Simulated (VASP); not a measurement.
Input of a VASP 6.6.1 run:

The input INCAR:

```
SYSTEM = Al
PREC     = Accurate       ! precision mode
ENCUT    = 520            ! plane-wave cutoff, eV
EDIFF    = 1E-6           ! SCF threshold, eV
ISMEAR   = -1             ! smearing method
SIGMA    = 0.05           ! smearing width, eV
LREAL    = .False.        ! projectors in reciprocal space
LASPH    = .True.         ! aspherical terms in the spheres
NELM     = 80             ! most SCF steps
ALGO     = Normal         ! electronic algorithm
ISIF     = 2              ! what is computed and relaxed
LWAVE    = .False.        ! write WAVECAR
LCHARG   = .False.        ! write CHGCAR
GGA      = PS             ! functional
NBANDS   = 14             ! bands
```

KPOINTS

```
Automatic mesh
0
Gamma
  11 11 3
  0 0 0
```

The input POSCAR:

```
Al
1.0
    2.7812845533      0.0000000000      0.0000000000
   -1.3906422767      2.4086630784      0.0000000000
    0.0000000000      0.0000000000      9.1954596451
Al
4
Direct
    0.6666666667      0.3333333333      0.7500000000
    0.0000000000      0.0000000000      0.5000000000
    0.3333333333      0.6666666667      0.2500000000
    0.0000000000      0.0000000000      0.0000000000
```

Potentials or basis: VASP PAW PBE potentials, release 64 (Al).

Run with:

```bash
$ cat potpaw_PBE.64/Al/POTCAR > POTCAR
$ mpirun -np 1 vasp_std > vasp.out
```

**Question.** Estimate the band gap on the k mesh.

**Answer.** Zero (band 6 reaches 12.47 eV, above the bottom of band 7 at 6.84 eV).

**Question.** What does it give for the pressure?

**Answer.** 5.1 GPa.

Caveat: the PAW data sets were made with another functional, which shifts forces and pressure a little.
